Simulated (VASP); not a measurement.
# Rh (P6_3/mmc) in VASP: a series of runs

The runs below take Rh through single point, relaxation of cell and atoms, with PBE.

All numbers are computed with VASP 6.6.1; they aren't measurements. Logs are shortened: lines on timing, memory, paths and dates and some standing lists are left out, and cuts for length are marked.

### Step 1. The cell of the first run

The structure is hexagonal, space group P6_3/mmc (No. 194). Conventional cell: a = 2.794 Å, b = 2.794 Å, c = 4.508 Å, α = 90.00°, β = 90.00°, γ = 120.00°. Rh (site symmetry -6m2) has 12 Rh at 2.77 to 2.79 Å within 3.7 Å.

### Step 2. Single point, PBE, collinear spin, ferromagnetic start (volume scaled by 1.08)

Contents of INCAR:

```
SYSTEM = Rh
ALGO = Normal
EDIFF = 1E-6
ENCUT = 520
GGA = PE
ISIF = 2
ISMEAR = -1
ISPIN = 2
LASPH = .True.
LCHARG = .True.
LELF = .True.
LMAXMIX = 4
LORBIT = 11
LREAL = .False.
LVHAR = .True.
LWAVE = .False.
MAGMOM = 1 1
NBANDS = 26
NELM = 150
PREC = Accurate
SIGMA = 0.05
```

Contents of KPOINTS:

```
k-points
0
Gamma
  15 15 8
  0 0 0
```

Contents of POSCAR:

```
Rh
1.0
    2.7935042830      0.0000000000      0.0000000000
   -1.3967521415      2.4192456747      0.0000000000
    0.0000000000      0.0000000000      4.5078755080
Rh
2
Direct
    0.3333333333      0.6666666667      0.2500000000
    0.6666666667      0.3333333333      0.7500000000
```

Potentials or basis: VASP PAW PBE potentials, release 64 (Rh_pv).

Run with:

```sh
> cat potpaw_PBE.64/Rh_pv/POTCAR > POTCAR
> mpirun -np 1 vasp_std > vasp.out
```

OUTCAR:

```text
SYSTEM = Rh
   EDIFF = 1E-6
   ENCUT = 520
   GGA = PE
   ISIF = 2
   ISMEAR = -1
   ISPIN = 2
   LASPH = .True.
   LORBIT = 11
   LREAL = .False.
   NELM = 150
   PREC = Accurate

 ion  position               nearest neighbor table
   1  0.333  0.667  0.250-   2 2.77   2 2.77   2 2.77   2 2.77   2 2.77   2 2.77
   2  0.667  0.333  0.750-   1 2.77   1 2.77   1 2.77   1 2.77   1 2.77   1 2.77

  LATTYP: Found a hexagonal cell.
 ALAT       =     2.7935042830
 C/A-ratio  =     1.6136991575

  Lattice vectors:

 A1 = (   2.7935042830,   0.0000000000,   0.0000000000)
 A2 = (  -1.3967521415,   2.4192456747,   0.0000000000)
 A3 = (   0.0000000000,   0.0000000000,   4.5078755080)

Analysis of symmetry for initial positions (statically):
=====================================================================
 Subroutine PRICEL returns:
 Original cell was already a primitive cell.

 Routine SETGRP: Setting up the symmetry group for a
 hexagonal supercell.

 Subroutine GETGRP returns: Found 24 space group operations
 (whereof 12 operations were pure point group operations)
 out of a pool of 24 trial point group operations.

The static configuration has the point symmetry D_3d.
 The point group associated with its full space group is D_6h.

Analysis of symmetry for dynamics (positions and initial velocities):
=====================================================================
 Subroutine PRICEL returns:
 Original cell was already a primitive cell.

 Routine SETGRP: Setting up the symmetry group for a
 hexagonal supercell.

 Subroutine GETGRP returns: Found 24 space group operations
 (whereof 12 operations were pure point group operations)
 out of a pool of 24 trial point group operations.

The dynamic configuration has the point symmetry D_3d.
 The point group associated with its full space group is D_6h.

Analysis of structural, dynamic, and magnetic symmetry:
=====================================================================
 Subroutine PRICEL returns:
 Original cell was already a primitive cell.

 Routine SETGRP: Setting up the symmetry group for a
 hexagonal supercell.

 Subroutine GETGRP returns: Found 24 space group operations
 (whereof 12 operations were pure point group operations)
 out of a pool of 24 trial point group operations.

The overall configuration has the point symmetry D_3d.
 The point group associated with its full space group is D_6h.

 Subroutine INISYM returns: Found 24 space group operations
 (whereof 12 operations are pure point group operations),
 and found     1 'primitive' translations

----------------------------------------------------------------------------------------

                                     Primitive cell

  volume of cell :      30.4650

  direct lattice vectors                    reciprocal lattice vectors
     2.793504283  0.000000000  0.000000000     0.357973319  0.206675992  0.000000000
    -1.396752141  2.419245675  0.000000000     0.000000000  0.413351984  0.000000000
     0.000000000  0.000000000  4.507875508     0.000000000  0.000000000  0.221833988

  length of vectors
     2.793504283  2.793504283  4.507875508     0.413351984  0.413351984  0.221833988

  position of ions in fractional coordinates (direct lattice)
     0.333333333  0.666666667  0.250000000
     0.666666667  0.333333333  0.750000000

  ion indices of the primitive-cell ions
   primitive index   ion index
                 1           1
                 2           2

----------------------------------------------------------------------------------------

 KPOINTS: k-points

Automatic generation of k-mesh.
 Grid dimensions read from file:
 generate k-points for:   15   15    8

 Generating k-lattice:

  Cartesian coordinates                     Fractional coordinates (reciprocal lattice)
     0.023864888  0.013778399  0.000000000     0.066666667  0.000000000  0.000000000
     0.000000000  0.027556799  0.000000000     0.000000000  0.066666667  0.000000000
     0.000000000  0.000000000  0.027729248     0.000000000  0.000000000  0.125000000

  Length of vectors
     0.027556799  0.027556799  0.027729248

  Shift w.r.t. Gamma in fractional coordinates (k-lattice)
     0.000000000  0.000000000  0.000000000

 Subroutine IBZKPT returns following result:
 ===========================================

 Found    135 irreducible k-points:

 Following reciprocal coordinates:
            Coordinates               Weight
  0.000000  0.000000  0.000000      1.000000
  0.066667 -0.000000  0.000000      6.000000
  0.133333  0.000000  0.000000      6.000000
  0.200000 -0.000000  0.000000      6.000000
  0.266667  0.000000  0.000000      6.000000
  0.333333 -0.000000  0.000000      6.000000
[... 16 lines left out ...]
  0.333333  0.200000  0.000000     12.000000
  0.400000  0.200000  0.000000      6.000000
 [... further k-points ...]
   k-points           NKPTS =    135   k-points in BZ     NKDIM =    135   number of bands    NBANDS=     26
   number of dos      NEDOS =    301   number of ions     NIONS =      2
   total plane-waves  NPLWV =  20736
   dimension x,y,z NGX =    24 NGY =   24 NGZ =   36
   dimension x,y,z NGXF=    48 NGYF=   48 NGZF=   72
   ions per type =               2
   NGX,Y,Z   is equivalent  to a cutoff of  14.28, 14.28, 13.28 a.u.
   NGXF,Y,Z  is equivalent  to a cutoff of  28.57, 28.57, 26.55 a.u.
 SYSTEM =  Rh
   PREC   = accura    normal or accurate (medium, high low for compatibility)
   ISTART =      0    job   : 0-new  1-cont  2-samecut
   ICHARG =      2    charge: 1-file 2-atom 10-const
   ISPIN  =      2    spin polarized calculation?
   LNONCOLLINEAR =      F non collinear calculations
   LSORBIT =      F    spin-orbit coupling
   LASPH  =      T    aspherical Exc in radial PAW
   ENCUT  =  520.0 eV  38.22 Ry    6.18 a.u.   5.19  5.19  8.38*2*pi/ulx,y,z
   NELM   =    150;   NELMIN=  2; NELMDL= -5     # of ELM steps
   EDIFF  = 0.1E-05   stopping-criterion for ELM
   LREAL  =      F    real-space projection
   EDIFFG = 0.1E-04   stopping-criterion for IOM
   NSW    =      0    number of steps for IOM
   IBRION =     -1    ionic relax: 0-MD 1-quasi-New 2-CG
   NFREE  =      0    steps in history (QN), initial steepest desc. (CG)
   ISIF   =      2    stress and relaxation
   ISYM   =      2    0-nonsym 1-usesym 2-fastsym
   POTIM  = 0.5000    time-step for ionic-motion
   TEBEG  =    0.0;   TEEND  =   0.0 temperature during run
   PSTRESS=    0.0 pullay stress
   NELECT =      30.0000    total number of electrons
   NUPDOWN=      -1.0000    fix difference up-down
   EMIN   =  10.00;   EMAX   =-10.00  energy-range for DOS
   EFERMI =   0.00;   METHOD = LEGACY
   ISMEAR =    -1;   SIGMA  =   0.05  broadening in eV -4-tet -1-fermi 0-gaus
   EFERMI_NEDOS =   21; number of points for ismear=-14 and -15
   IALGO  =     38    algorithm
   IMIX   =      4    mixing-type and parameters
     AMIX     =   0.40;   BMIX     =  1.00
     AMIX_MAG =   1.60;   BMIX_MAG =  1.00
  volume/ion in A,a.u.               =      15.23       102.79
  Fermi-wavevector in a.u.,A,eV,Ry     =   1.628727  3.077847 36.092857  2.652750
  Thomas-Fermi vector in A             =   2.721310
   LORBIT       =     11    0 simple, 1 ext, 2 COOP (PROOUT), +10 PAW based schemes
   GGA     = PE    functional components
   LHFCALC =     F    Hartree Fock is set to
   AEXX    =    0.0000 exact exchange contribution
   IVDW    =     0    specifies the selected vdW correction
   LEPSILON=     F    determine dielectric tensor
   LRPA    =     F    only Hartree local field effects (RPA)
 spin polarized calculation
  energy-cutoff  :      520.00
  volume of cell :       30.47
 maximum number of plane-waves:       833
 NGX is ok and might be reduce to    24
   NGX = 11   NGY = 11   NGZ = 17

 number of electron      29.9999998 magnetization       0.0157287

 Free energy of the ion-electron system (eV)
  ---------------------------------------------------
  ext. energy  EPLUGINS =         0.00000000
  ---------------------------------------------------
  free energy    TOTEN  =       -14.33393440 eV

  energy without entropy =      -14.30031760  energy(sigma->0) =      -14.31712600

 E-fermi :  10.1955     XC(G=0): -13.3788

 val. band max:       10.1938070407   @ k =   0.2000   0.0667   0.3750
 cond. band min:      10.1970245135   @ k =   0.2667   0.2000   0.3750
 fundamental gap:      0.0032174728
 Fermi energy:        10.1955359366

 spin component 1

 k-point     1 :       0.0000    0.0000    0.0000
  band No.  band energies     occupation
      1     -36.6083      1.00000
      2     -36.1422      1.00000
      3     -36.1422      1.00000
      4     -36.0822      1.00000
      5     -36.0648      1.00000
      6     -36.0648      1.00000
[... 18 lines left out ...]
     25      31.5421      0.00000
     26      31.5421      0.00000
[... 644 lines left out ...]
      4     -36.3244      1.00000
      5     -36.2408      1.00000
      6     -36.2170      1.00000
[... 18 lines left out ...]
     25      27.1464      0.00000
     26      30.9832      0.00000

 [... further k-points ...]

 spin component 2

 k-point     1 :       0.0000    0.0000    0.0000
  band No.  band energies     occupation
      1     -36.6013      1.00000
      2     -36.1356      1.00000
      3     -36.1356      1.00000
      4     -36.0750      1.00000
      5     -36.0583      1.00000
      6     -36.0583      1.00000
[... 18 lines left out ...]
     25      31.5441      0.00000
     26      31.5441      0.00000
[... 644 lines left out ...]
      4     -36.3179      1.00000
      5     -36.2337      1.00000
      6     -36.2104      1.00000
[... 18 lines left out ...]
     25      27.1481      0.00000
     26      30.9932      0.00000

 [... further k-points ...]
[... 5 lines left out ...]
  --------------------------------------------------------------------------------------
  -------------------------------------------------------------------------------------
  Total       -2.9843172     -2.9843172     -3.1753989      0.0000000      0.0000000      0.0000000
  in kB     -156.9474754   -156.9474754   -166.9966071      0.0000000      0.0000000      0.0000000
  external PRESSURE =    -160.2971859 kB  Pullay stress =       0.0000000 kB

 VOLUME and BASIS-vectors are now :
 -----------------------------------------------------------------------------
  energy-cutoff  :      520.00
  volume of cell :       30.47
      direct lattice vectors                 reciprocal lattice vectors
     2.793504283  0.000000000  0.000000000     0.357973319  0.206675992  0.000000000
    -1.396752141  2.419245675  0.000000000     0.000000000  0.413351984  0.000000000
     0.000000000  0.000000000  4.507875508     0.000000000  0.000000000  0.221833988

 POSITION                                       TOTAL-FORCE (eV/Angst)
 -----------------------------------------------------------------------------------
     -0.00000      1.61283      1.12697         0.000000      0.000000      0.000000
      1.39675      0.80642      3.38091        -0.000000     -0.000000      0.000000
 -----------------------------------------------------------------------------------
    total drift:                               -0.000000      0.000000     -0.000000

  FREE ENERGIE OF THE ION-ELECTRON SYSTEM (eV)
  ---------------------------------------------------
  free  energy   TOTEN  =       -14.3339344048 eV

  energy  without entropy=      -14.3003175965  energy(sigma->0) =      -14.31712600

 total charge

# of ion       s       p       d       tot
------------------------------------------
    1        0.369   6.240   7.014  13.623
    2        0.369   6.240   7.014  13.623
--------------------------------------------------
tot          0.738  12.480  14.027  27.245

 magnetization (x)

# of ion       s       p       d       tot
------------------------------------------
    1       -0.000  -0.000   0.007   0.007
    2       -0.000  -0.000   0.007   0.007
--------------------------------------------------
tot         -0.000  -0.000   0.013   0.013
```

It took 2.2 min on 1 thread of Intel Xeon 6975P-C, shared host; peak memory 0.27 GiB.

What came out:

| Quantity | Value |
| --- | --- |
| Free energy | -14.3339 eV |
| Pressure | -16.0 GPa |
| Band gap on the k mesh | zero (filled and empty bands overlap) |
| Net moment | 0.02 μB per cell |
| Valence electrons inside the program's atomic spheres | Rh 13.62 |

Caveat: the cell differs from its parent crystal (volume scaled by 1.08).

### Step 3. Single point, PBE, collinear spin, ferromagnetic start (volume scaled by 1.12)

Contents of INCAR:

```
SYSTEM = Rh
ALGO = Normal ; EDIFF = 1E-6
ENCUT = 520 ; GGA = PE
ISIF = 2 ; ISMEAR = -1
ISPIN = 2 ; LASPH = .TRUE.
LCHARG = .TRUE. ; LELF = .TRUE.
LMAXMIX = 4 ; LORBIT = 11
LREAL = .FALSE. ; LVHAR = .TRUE.
LWAVE = .FALSE. ; MAGMOM = 1 1
NBANDS = 26 ; NELM = 150
PREC = Accurate ; SIGMA = 0.05
```

Contents of KPOINTS:

```
k-points
0
G
  15 15 8
  0 0 0
```

Contents of POSCAR:

```
Rh
1.0
    2.8275747662      0.0000000000      0.0000000000
   -1.4137873831      2.4487515786      0.0000000000
    0.0000000000      0.0000000000      4.5628550181
Rh
2
Direct
    0.3333333333      0.6666666667      0.2500000000
    0.6666666667      0.3333333333      0.7500000000
```

Potentials or basis: VASP PAW PBE potentials, release 64 (Rh_pv).

Run with:

```sh
> cat potpaw_PBE.64/Rh_pv/POTCAR > POTCAR
> mpirun -np 1 vasp_std > vasp.out
```

OUTCAR:

```text
SYSTEM = Rh
   EDIFF = 1E-6
   ENCUT = 520
   GGA = PE
   ISIF = 2
   ISMEAR = -1
   ISPIN = 2
   LASPH = .TRUE.
   LORBIT = 11
   LREAL = .FALSE.
   NELM = 150
   PREC = Accurate

 ion  position               nearest neighbor table
   1  0.333  0.667  0.250-   2 2.81   2 2.81   2 2.81   2 2.81   2 2.81   2 2.81
   2  0.667  0.333  0.750-   1 2.81   1 2.81   1 2.81   1 2.81   1 2.81   1 2.81

  LATTYP: Found a hexagonal cell.
 ALAT       =     2.8275747662
 C/A-ratio  =     1.6136991575

  Lattice vectors:

 A1 = (   2.8275747662,   0.0000000000,   0.0000000000)
 A2 = (  -1.4137873831,   2.4487515786,   0.0000000000)
 A3 = (   0.0000000000,   0.0000000000,   4.5628550181)

Analysis of symmetry for initial positions (statically):
[... 1612 lines left out ...]
  volume of cell :       31.59
      direct lattice vectors                 reciprocal lattice vectors
     2.827574766  0.000000000  0.000000000     0.353659968  0.204185677  0.000000000
    -1.413787383  2.448751579  0.000000000     0.000000000  0.408371355  0.000000000
     0.000000000  0.000000000  4.562855018     0.000000000  0.000000000  0.219161029

 POSITION                                       TOTAL-FORCE (eV/Angst)
 -----------------------------------------------------------------------------------
     -0.00000      1.63250      1.14071         0.000000      0.000000      0.000000
      1.41379      0.81625      3.42214        -0.000000     -0.000000      0.000000
 -----------------------------------------------------------------------------------
    total drift:                               -0.000000      0.000000     -0.000000

  FREE ENERGIE OF THE ION-ELECTRON SYSTEM (eV)
  ---------------------------------------------------
  free  energy   TOTEN  =       -14.2021665236 eV

  energy  without entropy=      -14.1664498554  energy(sigma->0) =      -14.18430819

 total charge

# of ion       s       p       d       tot
------------------------------------------
    1        0.356   6.221   6.997  13.574
    2        0.356   6.221   6.997  13.574
--------------------------------------------------
tot          0.712  12.441  13.995  27.148

 magnetization (x)

# of ion       s       p       d       tot
------------------------------------------
    1        0.000   0.000  -0.000  -0.000
    2        0.000   0.000  -0.000  -0.000
--------------------------------------------------
tot          0.000   0.000  -0.001  -0.001
```

stdout:

```text
POSCAR found type information on POSCAR Rh
 POSCAR found :  1 types and       2 ions
 scaLAPACK will be used
 LDA part: xc-table for (Slater+PW92), standard interpolation
 POSCAR, INCAR and KPOINTS ok, starting setup
 FFT: planning ... GRIDC
 FFT: planning ... GRID_SOFT
 FFT: planning ... GRID
 WAVECAR not read
 entering main loop
```

Wall time 2.5 min (1 thread of Intel Xeon 6975P-C, shared host); peak memory 0.28 GiB.

What came out:

```
Free energy                                           : -14.2022 eV
Pressure                                              : -21.4 GPa
Band gap on the k mesh                                : zero (filled and empty bands overlap)
Net moment                                            : 0.00 μB per cell
Valence electrons inside the program's atomic spheres : Rh 13.57
```

Caveat: the cell differs from its parent crystal (volume scaled by 1.12).

### Step 4. Single point, PBE

This run uses another cell than the first one, of 14.13 Å³/atom, 0.927 times its volume.

Contents of INCAR:

```
  PREC = Accurate
  ENCUT = 500
  EDIFF = 1E-6
  ISMEAR = -1
  SIGMA = 0.1
  LREAL = False
  LASPH = True
  NELM = 120
  ALGO = Normal
  ISIF = 2
  LWAVE = False
  LCHARG = True
  GGA = PE
  LELF = True
  LVHAR = True
  NBANDS = 22
  GGA_COMPAT = False
```

Contents of KPOINTS:

```
regular mesh
0
Gamma
  7 7 4
```

Contents of POSCAR:

```
Rh
1.0
    2.7254121587      0.0000000000      0.0000000000
   -1.3627060793      2.3602761652      0.0000000000
    0.0000000000      0.0000000000      4.3923511907
Rh
2
Direct
    0.3333333333      0.6666666667      0.2500000000
    0.6666666667      0.3333333333      0.7500000000
```

Run with:

```sh
> cat potpaw_PBE.64/Rh_pv/POTCAR > POTCAR
> mpirun -np 1 vasp_std > vasp.out
```

Run time: 8.2 s. Hardware: 1 thread of Intel Xeon 6975P-C, shared host; peak memory 0.14 GiB.

It converged, with:

| Property | Result |
| --- | --- |
| Free energy | -14.5548 eV |
| Pressure | -0.9 GPa |
| Band gap on the k mesh | zero (band 15 reaches 11.95 eV, above the bottom of band 16 at 9.96 eV) |

Stress tensor (GPa, compression positive):
```
-2.37  0.00  0.00
 0.00 -2.37  0.00
 0.00  0.00  2.18
```

Levels at points of the mesh, in eV from the Fermi level:
```csv
k point,band 12,band 13,band 14,band 15,band 16,band 17,band 18,band 19
"(0.00, 0.00, 0.00)",-2.43,-2.43,-1.85,-1.85,0.13,0.13,0.80,8.41
"(0.00, 0.00, 0.50)",-3.04,-3.04,-3.04,-0.42,-0.42,-0.42,-0.42,14.76
```

Caveat: the k points lie up to 0.38 Å⁻¹ apart.

(Part 1 of 2 ends here.)
